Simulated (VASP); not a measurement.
Wanted: the native input for a VASP 6.6.1 run.

```yaml
Task: electric field gradients
Functional: PBE
Potentials_or_basis: VASP PAW PBE potentials, release 64 (Pb_d)
Cutoff: 520 eV
k_mesh: 8 × 8 × 8
Occupations: fermi-dirac, width 0.05 eV
Spin: no spin polarisation
Dipole_correction: no
Further_INCAR_settings: ALGO = Normal; EDIFF = 1e-08; NBANDS = 21
```

The structure of Pb lies in POSCAR:

```
Pb
1.0
    0.0000000000      3.4274982972      3.4274982972
    3.4274982972      0.0000000000      3.4274982972
    3.4274982972      3.4274982972      0.0000000000
Pb
2
Direct
    0.0000000000      0.0000000000      0.0000000000
    0.2500000000      0.2500000000      0.2500000000
```

This cell differs from its parent crystal: volume scaled by 0.99.

The input as run:

INCAR

```
SYSTEM = Pb
ALGO     = Normal         ! electronic algorithm
EDIFF    = 1E-8           ! SCF threshold, eV
ENCUT    = 520            ! plane-wave cutoff, eV
GGA      = PE             ! functional
ISIF     = 2              ! what is computed and relaxed
ISMEAR   = -1             ! smearing method
LASPH    = .True.         ! aspherical terms in the spheres
LCHARG   = .False.        ! write CHGCAR
LEFG     = .True.       
LREAL    = .False.        ! projectors in reciprocal space
LWAVE    = .False.        ! write WAVECAR
NBANDS   = 21             ! bands
NELM     = 60             ! most SCF steps
PREC     = Accurate       ! precision mode
SIGMA    = 0.05           ! smearing width, eV
```

KPOINTS

```
k-points
0
Gamma
  8 8 8
  0 0 0
```

Potentials or basis: VASP PAW PBE potentials, release 64 (Pb_d).

Command:

```bash
$ cat potpaw_PBE.64/Pb_d/POTCAR > POTCAR
$ mpirun -np 1 vasp_std > vasp.out
```

It gave:

| Quantity | Value |
| --- | --- |
| Pressure | 2.7 GPa |
| Band gap on the k mesh | zero (band 14 reaches 4.84 eV, above the bottom of band 15 at 3.68 eV) |

Caveat: without QUAD_EFG the Cq values of the log hold for a quadrupole moment of 1 mb, not for the nuclei; spin-orbit coupling is left out, which moves the levels of the heavy elements.

It took 19 s on 1 thread of Intel(R) Xeon(R) 6975P-C (Granite Rapids), on a shared host, peak memory 0.21 GiB.
